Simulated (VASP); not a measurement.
Here is a VASP 6.6.1 calculation.

Contents of INCAR:

```
PREC     = Accurate       # precision mode
ENCUT    = 750            # plane-wave cutoff, eV
EDIFF    = 1E-6           # SCF threshold, eV
ISMEAR   = -1             # smearing method
SIGMA    = 0.1            # smearing width, eV
LREAL    = F              # projectors in reciprocal space
LASPH    = T              # aspherical terms in the spheres
NELM     = 120            # most SCF steps
ALGO     = Normal         # electronic algorithm
ISIF     = 2              # what is computed and relaxed
LWAVE    = F              # write WAVECAR
LCHARG   = F              # write CHGCAR
GGA      = PE             # functional
NBANDS   = 8              # bands
GGA_COMPAT= F
```

File KPOINTS:

```
regular mesh
0
Gamma
  17 17 17
```

The input POSCAR:

```
Li
1.0
   -1.2648100268      1.2648100268      1.2648100268
    1.2648100268     -1.2648100268      1.2648100268
    1.2648100268      1.2648100268     -1.2648100268
Li
1
Direct
    0.0000000000      0.0000000000      0.0000000000
```

Potentials or basis: VASP PAW PBE potentials, release 64 (Li_sv).

Run with:

```console
$ cat potpaw_PBE.64/Li_sv/POTCAR > POTCAR
$ mpirun -np 1 vasp_std > vasp.out
```

(1) Estimate the band gap on the k mesh.

(2) What does it give for the pressure?

Answers

(1) zero (an odd number of electrons rules out a gap without spin polarisation).

(2) 58.8 GPa.

Caveat: the cell stands under pressure.
